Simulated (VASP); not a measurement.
Runs of VASP 6.6.1 on TaSiO4. The structure is that of space group P6/mmm (No. 191), or close to it. The cells are those of the table. 

```tsv
task	potentials or basis	cell	k mesh	cutoff (eV)	second run	gap on the mesh (eV)	pressure (GPa)	largest force (eV/Å)
relaxation of cell and atoms	VASP PAW PBE potentials, release 64 (Ta_pv, Si, O)	relaxed from a = 3.401, b = 3.401, c = 7.189 Å, angles 90.0, 90.0, 120.0°, 6 atoms	6 × 6 × 4	600	-	none	0.0	0.01
single point	VASP PAW PBE potentials, release 64 (Ta_pv, Si, O)	a = 3.401, b = 3.401, c = 7.189 Å, angles 90.0, 90.0, 120.0°, 6 atoms	6 × 6 × 4	520	-	none	85.7	(a)
single point	VASP PAW PBE potentials, release 64 (Ta_sv_GW, Si, O)	a = 3.401, b = 3.401, c = 7.189 Å, angles 90.0, 90.0, 120.0°, 6 atoms	6 × 6 × 4	600	valence_matched	none	83.7	25.52
single point	VASP PAW PBE potentials, release 64 (Ta_sv_GW, Si, O)	a = 3.665, b = 3.665, c = 7.262 Å, angles 90.0, 90.0, 120.0°, 6 atoms	6 × 6 × 4	600	valence_matched	none	-0.1	0.11
single point	VASP PAW PBE potentials, release 64 (Ta_sv_GW, Si, O)	a = 3.666, b = 3.666, c = 7.256 Å, angles 90.0, 90.0, 120.0°, 6 atoms	12 × 12 × 6	600	valence_matched	none	-0.1	0.11
```

Alike in all rows: level PBE; no spin polarisation; smearing gaussian 0.1 eV.

Estimate the missing entries.

(a) 26.36.

Caveats: spin-orbit coupling is left out, which moves the levels of the heavy elements; an odd number of electrons without spin polarisation forces a metal; a magnetic or distorted state may lie lower.

A k mesh can miss the band edges, and the runs leave out spin-orbit coupling on Ta.

A gap of «none» marks levels without a gap at the run's occupations.

The runs don't all hold the same shells in valence.
